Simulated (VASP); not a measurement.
# Co (P6_3/mmc) in VASP: notebook

Runs on Co. Level: r2SCAN. Tasks: single point.

All numbers are computed with VASP 6.6.1; they aren't measurements. Logs are shortened: lines on timing, memory, paths and dates and some standing lists are left out, and cuts for length are marked.

## (1) The cell of the first run

Symmetry: P6_3/mmc, No. 194, hexagonal system. Conventional cell: a = 2.368 Å, b = 2.368 Å, c = 3.859 Å, α = 90.00°, β = 90.00°, γ = 120.00°. Co (site symmetry -6m2) has 12 Co at 2.36 to 2.37 Å within 3.1 Å.

## (2) Single point, r2SCAN, collinear spin, ferromagnetic start (9.37 Å³/atom)

POSCAR reads:

```
Co
1.0
    2.3684210924      0.0000000000      0.0000000000
   -1.1842105462      2.0511128329      0.0000000000
    0.0000000000      0.0000000000      3.8591192471
Co
2
Direct
    0.3333333333      0.6666666667      0.2500000000
    0.6666666667      0.3333333333      0.7500000000
```

INCAR.step1 reads:

```
PREC = Accurate ; ENCUT = 520
ISMEAR = -1 ; SIGMA = 0.05
LREAL = False ; LASPH = True
NELM = 150 ; ISPIN = 2
MAGMOM = 1.891 1.891 ; LMAXMIX = 4
NBANDS = 20 ; GGA = PE
ALGO = Normal ; EDIFF = 1E-4
LWAVE = True ; LCHARG = False
```

INCAR.step2 reads:

```
PREC = Accurate ; ENCUT = 520
EDIFF = 1E-6 ; ISMEAR = -1
SIGMA = 0.05 ; LREAL = False
LASPH = True ; NELM = 150
ALGO = Normal ; ISIF = 2
LWAVE = False ; LCHARG = False
ISPIN = 2 ; MAGMOM = 1.891 1.891
LORBIT = 11 ; LMAXMIX = 4
METAGGA = R2SCAN ; LMIXTAU = True
NBANDS = 20 ; ISTART = 1
```

KPOINTS reads:

```
Automatic mesh
0
Gamma
  24 24 13
```

Potentials or basis: VASP PAW PBE potentials, release 64 (Co).

Run with:

```
$ cat potpaw_PBE.64/Co/POTCAR > POTCAR
$ cp INCAR.step1 INCAR
$ mpirun -np 1 vasp_std > vasp.out
$ cp INCAR.step2 INCAR
$ mpirun -np 1 vasp_std > vasp.out
```

OUTCAR:

```text
PREC = Accurate
   ENCUT = 520
   EDIFF = 1E-6
   ISMEAR = -1
   LREAL = False
   LASPH = True
   NELM = 150
   ISIF = 2
   ISPIN = 2
   LORBIT = 11
   METAGGA = R2SCAN
   ISTART = 1

 ion  position               nearest neighbor table
   1  0.333  0.667  0.250-   2 2.36   2 2.36   2 2.36   2 2.36   2 2.36   2 2.36
   2  0.667  0.333  0.750-   1 2.36   1 2.36   1 2.36   1 2.36   1 2.36   1 2.36

  LATTYP: Found a hexagonal cell.
 ALAT       =     2.3684210924
 C/A-ratio  =     1.6294058770

  Lattice vectors:

 A1 = (   2.3684210924,   0.0000000000,   0.0000000000)
 A2 = (  -1.1842105462,   2.0511128329,   0.0000000000)
 A3 = (   0.0000000000,   0.0000000000,   3.8591192471)

Analysis of symmetry for initial positions (statically):
=====================================================================
 Subroutine PRICEL returns:
 Original cell was already a primitive cell.

 Routine SETGRP: Setting up the symmetry group for a
 hexagonal supercell.

 Subroutine GETGRP returns: Found 24 space group operations
 (whereof 12 operations were pure point group operations)
 out of a pool of 24 trial point group operations.

The static configuration has the point symmetry D_3d.
 The point group associated with its full space group is D_6h.

Analysis of symmetry for dynamics (positions and initial velocities):
=====================================================================
 Subroutine PRICEL returns:
 Original cell was already a primitive cell.

 Routine SETGRP: Setting up the symmetry group for a
 hexagonal supercell.

 Subroutine GETGRP returns: Found 24 space group operations
 (whereof 12 operations were pure point group operations)
 out of a pool of 24 trial point group operations.

The dynamic configuration has the point symmetry D_3d.
 The point group associated with its full space group is D_6h.

Analysis of structural, dynamic, and magnetic symmetry:
=====================================================================
 Subroutine PRICEL returns:
 Original cell was already a primitive cell.

 Routine SETGRP: Setting up the symmetry group for a
 hexagonal supercell.

 Subroutine GETGRP returns: Found 24 space group operations
 (whereof 12 operations were pure point group operations)
 out of a pool of 24 trial point group operations.

The overall configuration has the point symmetry D_3d.
 The point group associated with its full space group is D_6h.

 Subroutine INISYM returns: Found 24 space group operations
 (whereof 12 operations are pure point group operations),
 and found     1 'primitive' translations

----------------------------------------------------------------------------------------

                                     Primitive cell

  volume of cell :      18.7472

  direct lattice vectors                    reciprocal lattice vectors
     2.368421092  0.000000000  0.000000000     0.422222215  0.243770110  0.000000000
    -1.184210546  2.051112833  0.000000000     0.000000000  0.487540219  0.000000000
     0.000000000  0.000000000  3.859119247     0.000000000  0.000000000  0.259126484

  length of vectors
     2.368421092  2.368421092  3.859119247     0.487540219  0.487540219  0.259126484

  position of ions in fractional coordinates (direct lattice)
     0.333333333  0.666666667  0.250000000
     0.666666667  0.333333333  0.750000000

  ion indices of the primitive-cell ions
   primitive index   ion index
                 1           1
                 2           2

----------------------------------------------------------------------------------------

 KPOINTS: Automatic mesh

Automatic generation of k-mesh.
 Grid dimensions read from file:
 generate k-points for:   24   24   13

 Generating k-lattice:

  Cartesian coordinates                     Fractional coordinates (reciprocal lattice)
     0.017592592  0.010157088  0.000000000     0.041666667  0.000000000  0.000000000
     0.000000000  0.020314176  0.000000000     0.000000000  0.041666667  0.000000000
     0.000000000  0.000000000  0.019932806     0.000000000  0.000000000  0.076923077

  Length of vectors
     0.020314176  0.020314176  0.019932806

  Shift w.r.t. Gamma in fractional coordinates (k-lattice)
     0.000000000  0.000000000  0.000000000

 Subroutine IBZKPT returns following result:
 ===========================================

 Found    427 irreducible k-points:

 Following reciprocal coordinates:
            Coordinates               Weight
  0.000000  0.000000  0.000000      1.000000
  0.041667  0.000000  0.000000      6.000000
  0.083333  0.000000  0.000000      6.000000
  0.125000  0.000000  0.000000      6.000000
  0.166667  0.000000  0.000000      6.000000
  0.208333 -0.000000  0.000000      6.000000
[... 16 lines left out ...]
  0.416667  0.041667  0.000000     12.000000
  0.458333  0.041667  0.000000     12.000000
 [... further k-points ...]
   k-points           NKPTS =    427   k-points in BZ     NKDIM =    427   number of bands    NBANDS=     20
   number of dos      NEDOS =    301   number of ions     NIONS =      2
   total plane-waves  NPLWV =   9720
   dimension x,y,z NGX =    18 NGY =   18 NGZ =   30
   dimension x,y,z NGXF=    36 NGYF=   36 NGZF=   60
   ions per type =               2
   NGX,Y,Z   is equivalent  to a cutoff of  12.63, 12.63, 12.92 a.u.
   NGXF,Y,Z  is equivalent  to a cutoff of  25.27, 25.27, 25.85 a.u.
 SYSTEM =  unknown system
   PREC   = accura    normal or accurate (medium, high low for compatibility)
   ISTART =      1    job   : 0-new  1-cont  2-samecut
   ICHARG =      0    charge: 1-file 2-atom 10-const
   ISPIN  =      2    spin polarized calculation?
   LNONCOLLINEAR =      F non collinear calculations
   LSORBIT =      F    spin-orbit coupling
   LASPH  =      T    aspherical Exc in radial PAW
   ENCUT  =  520.0 eV  38.22 Ry    6.18 a.u.   4.40  4.40  7.18*2*pi/ulx,y,z
   NELM   =    150;   NELMIN=  2; NELMDL=  0     # of ELM steps
   EDIFF  = 0.1E-05   stopping-criterion for ELM
   LREAL  =      F    real-space projection
   EDIFFG = 0.1E-04   stopping-criterion for IOM
   NSW    =      0    number of steps for IOM
   IBRION =     -1    ionic relax: 0-MD 1-quasi-New 2-CG
   NFREE  =      0    steps in history (QN), initial steepest desc. (CG)
   ISIF   =      2    stress and relaxation
   ISYM   =      2    0-nonsym 1-usesym 2-fastsym
   POTIM  = 0.5000    time-step for ionic-motion
   TEBEG  =    0.0;   TEEND  =   0.0 temperature during run
   PSTRESS=    0.0 pullay stress
   NELECT =      18.0000    total number of electrons
   NUPDOWN=      -1.0000    fix difference up-down
   EMIN   =  10.00;   EMAX   =-10.00  energy-range for DOS
   EFERMI =   0.00;   METHOD = LEGACY
   ISMEAR =    -1;   SIGMA  =   0.05  broadening in eV -4-tet -1-fermi 0-gaus
   EFERMI_NEDOS =   21; number of points for ismear=-14 and -15
   IALGO  =     38    algorithm
   IMIX   =      4    mixing-type and parameters
     AMIX     =   0.40;   BMIX     =  1.00
     AMIX_MAG =   1.60;   BMIX_MAG =  1.00
  volume/ion in A,a.u.               =       9.37        63.26
  Fermi-wavevector in a.u.,A,eV,Ry     =   1.615053  3.052008 35.489384  2.608396
  Thomas-Fermi vector in A             =   2.709863
   LORBIT       =     11    0 simple, 1 ext, 2 COOP (PROOUT), +10 PAW based schemes
   METAGGA = R2SCAN    functional components
   LHFCALC =     F    Hartree Fock is set to
   AEXX    =    0.0000 exact exchange contribution
   IVDW    =     0    specifies the selected vdW correction
   LEPSILON=     F    determine dielectric tensor
   LRPA    =     F    only Hartree local field effects (RPA)
 spin polarized calculation
  energy-cutoff  :      520.00
  volume of cell :       18.75
 maximum number of plane-waves:       537
 NGX is ok and might be reduce to    18
   NGX =  9   NGY =  9   NGZ = 15

 number of electron      18.0000017 magnetization       3.2988153

 Free energy of the ion-electron system (eV)
  ---------------------------------------------------
  ext. energy  EPLUGINS =         0.00000000
  ---------------------------------------------------
  free energy    TOTEN  =       -26.15628614 eV

  energy without entropy =      -26.14540834  energy(sigma->0) =      -26.15084724

 E-fermi :  12.5237     XC(G=0): -15.6895

 val. band max:       12.5197395135   @ k =   0.4167   0.0000   0.0000
 cond. band min:      12.5241078360   @ k =   0.3333   0.2083   0.4615
 fundamental gap:      0.0043683225
 Fermi energy:        12.5237432343

 spin component 1

 k-point     1 :       0.0000    0.0000    0.0000
  band No.  band energies     occupation
      1       2.2855      1.00000
      2       6.0478      1.00000
      3       8.9480      1.00000
      4       9.0198      1.00000
      5       9.0198      1.00000
      6       9.4023      1.00000
[... 12 lines left out ...]
     19      41.9649      0.00000
     20      41.9650      0.00000

 k-point     2 :       0.0417    0.0000    0.0000
  band No.  band energies     occupation
      1       2.3568      1.00000
      2       6.0919      1.00000
      3       8.8554      1.00000
      4       9.0559      1.00000
      5       9.1025      1.00000
      6       9.3840      1.00000
[... 12 lines left out ...]
     19      43.1100      0.00000
     20      43.4595      0.00000
[... 465 lines left out ...]
      3       6.7591      1.00000
      4       8.8473      1.00000
      5       9.0678      1.00000
      6       9.1340      1.00000
[... 12 lines left out ...]
     19      38.6468      0.00000
     20      40.8554      0.00000

 k-point    24 :       0.4583    0.0417    0.0000
  band No.  band energies     occupation
      1       6.3708      1.00000
      2       6.6215      1.00000
      3       6.6922      1.00000
      4       8.8245      1.00000
      5       9.0993      1.00000
      6       9.2288      1.00000
[... 12 lines left out ...]
     19      38.5668      0.00000
     20      40.6469      0.00000

 [... further k-points ...]

 spin component 2

 k-point     1 :       0.0000    0.0000    0.0000
  band No.  band energies     occupation
      1       1.7676      1.00000
      2       7.1599      1.00000
      3      11.2495      1.00000
      4      11.3530      1.00000
      5      11.3530      1.00000
      6      11.6933      1.00000
[... 12 lines left out ...]
     19      42.6893      0.00000
     20      42.6894      0.00000

 k-point     2 :       0.0417    0.0000    0.0000
  band No.  band energies     occupation
      1       1.8403      1.00000
      2       7.2121      1.00000
      3      11.1369      1.00000
      4      11.3939      1.00000
      5      11.4465      1.00000
      6      11.5046      1.00000
[... 12 lines left out ...]
     19      43.8966      0.00000
     20      44.1990      0.00000
[... 465 lines left out ...]
      3       8.3302      1.00000
      4       9.8768      1.00000
      5      11.1521      1.00000
      6      11.2544      1.00000
[... 12 lines left out ...]
     19      39.5936      0.00000
     20      41.6911      0.00000

 k-point    24 :       0.4583    0.0417    0.0000
  band No.  band energies     occupation
      1       7.5885      1.00000
      2       7.9356      1.00000
      3       8.2737      1.00000
      4       9.9272      1.00000
      5      11.1430      1.00000
      6      11.1885      1.00000
[... 12 lines left out ...]
     19      39.5074      0.00000
     20      41.4734      0.00000

 [... further k-points ...]

------------------------ aborting loop because EDIFF is reached ----------------------------------------

  FORCE on cell =-STRESS in cart. coord.  units (eV):
  Direction    XX          YY          ZZ          XY          YZ          ZX
  --------------------------------------------------------------------------------------
  -------------------------------------------------------------------------------------
  Total        4.5903499      4.5903499      4.2686817      0.0000000      0.0000000     -0.0000000
  in kB      392.3012603    392.3012603    364.8107957      0.0000000      0.0000000     -0.0000000
  external PRESSURE =     383.1377721 kB  Pullay stress =       0.0000000 kB

 VOLUME and BASIS-vectors are now :
 -----------------------------------------------------------------------------
  energy-cutoff  :      520.00
  volume of cell :       18.75
      direct lattice vectors                 reciprocal lattice vectors
     2.368421092  0.000000000  0.000000000     0.422222215  0.243770110  0.000000000
    -1.184210546  2.051112833  0.000000000     0.000000000  0.487540219  0.000000000
     0.000000000  0.000000000  3.859119247     0.000000000  0.000000000  0.259126484

 POSITION                                       TOTAL-FORCE (eV/Angst)
 -----------------------------------------------------------------------------------
     -0.00000      1.36741      0.96478        -0.000000      0.000000      0.000000
      1.18421      0.68370      2.89434         0.000000      0.000000      0.000000
 -----------------------------------------------------------------------------------
    total drift:                                0.000000     -0.000000     -0.000000

  FREE ENERGIE OF THE ION-ELECTRON SYSTEM (eV)
  ---------------------------------------------------
  free  energy   TOTEN  =       -26.1562861448 eV

  energy  without entropy=      -26.1454083388  energy(sigma->0) =      -26.15084724

 total charge

# of ion       s       p       d       tot
------------------------------------------
    1        0.578   0.700   7.353   8.631
    2        0.578   0.700   7.353   8.631
--------------------------------------------------
tot          1.156   1.399  14.706  17.262

 magnetization (x)

# of ion       s       p       d       tot
------------------------------------------
    1       -0.014  -0.089   1.776   1.674
    2       -0.014  -0.089   1.776   1.674
--------------------------------------------------
tot         -0.028  -0.177   3.552   3.347
```

It took 7.5 min on 1 thread of Intel Xeon 6975P-C (Granite Rapids), shared host; peak memory 0.32 GiB.

What came out:

```
Free energy                                           : -26.1563 eV
Pressure                                              : 38.3 GPa
Net moment                                            : 3.30 μB per cell
Site moments                                          : Co +1.67 μB
Valence electrons inside the program's atomic spheres : Co 8.63
```

Stress tensor (GPa, compression positive):
```
39.23  0.00  0.00
 0.00 39.23  0.00
 0.00  0.00 36.48
```

Levels at points of the mesh, in eV from the Fermi level:
Spin up:
```
           k point  band 7  band 8  band 9  band 10  band 11  band 12  band 13  band 14  band 15  band 16
(0.00, 0.00, 0.00)   -3.12   -2.67   -2.67    -1.33    -1.33    -0.36     7.54    24.09    27.70    27.74
(0.50, 0.00, 0.00)   -2.99   -1.11   -1.06    -0.93     1.40     3.96    11.04    12.01    14.20    16.22
```
Spin down:
```
           k point  band 5  band 6  band 7  band 8  band 9  band 10
(0.00, 0.00, 0.00)   -1.17   -0.83   -0.70   -0.70   -0.09    -0.09
(0.50, 0.00, 0.00)   -1.37   -1.33   -0.80    1.63    1.77     1.83
```

Caveat: the cell stands under pressure; the PAW data sets were made with another functional, which shifts forces and pressure a little.

(Continued in part 2 of 2.)
